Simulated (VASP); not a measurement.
A run of VASP 6.6.1:

The input INCAR:

```
SYSTEM = Mg7V
  PREC = Accurate
  ENCUT = 520
  EDIFF = 1E-7
  ISMEAR = 0
  SIGMA = 0.1
  LREAL = .FALSE.
  LASPH = .TRUE.
  NELM = 150
  ALGO = Normal
  ISIF = 2
  LWAVE = .FALSE.
  LCHARG = .TRUE.
  ISPIN = 2
  MAGMOM = 0 0 0 0 0 0 0 2.83
  LORBIT = 11
  LMAXMIX = 4
  GGA = PE
  LELF = .TRUE.
  LVHAR = .TRUE.
  NBANDS = 28
```

File KPOINTS:

```
regular mesh
0
G
  8 8 8
  0 0 0
```

Contents of POSCAR:

```
Mg7V
1.0
    0.0000000000      4.4228044586      4.4228044586
    4.4228044586      0.0000000000      4.4228044586
    4.4228044586      4.4228044586      0.0000000000
Mg V
7 1
Direct
    0.5000000000      0.5000000000      0.5000000000
    0.0000000000      0.0000000000      0.5000000000
    0.5000000000      0.0000000000      0.5000000000
    0.0000000000      0.5000000000      0.5000000000
    0.5000000000      0.5000000000      0.0000000000
    0.0000000000      0.5000000000      0.0000000000
    0.5000000000      0.0000000000      0.0000000000
    0.0000000000      0.0000000000      0.0000000000
```

Potentials or basis: VASP PAW PBE potentials, release 64 (Mg, V_sv).

The run is started by

```bash
$ cat potpaw_PBE.64/Mg/POTCAR potpaw_PBE.64/V_sv/POTCAR > POTCAR
$ mpirun -np 1 vasp_std > vasp.out
```

Hardware: 1 thread of Intel(R) Xeon(R) Platinum 8259CL CPU @ 2.50GHz (Skylake/Cascade Lake) (shared host).

How long does it take, and how much memory?

It took 12 min on 1 thread of Intel(R) Xeon(R) Platinum 8259CL CPU @ 2.50GHz (Skylake/Cascade Lake) (shared host), peak memory 0.53 GiB. Counts: scf iterations 30, k points 29.
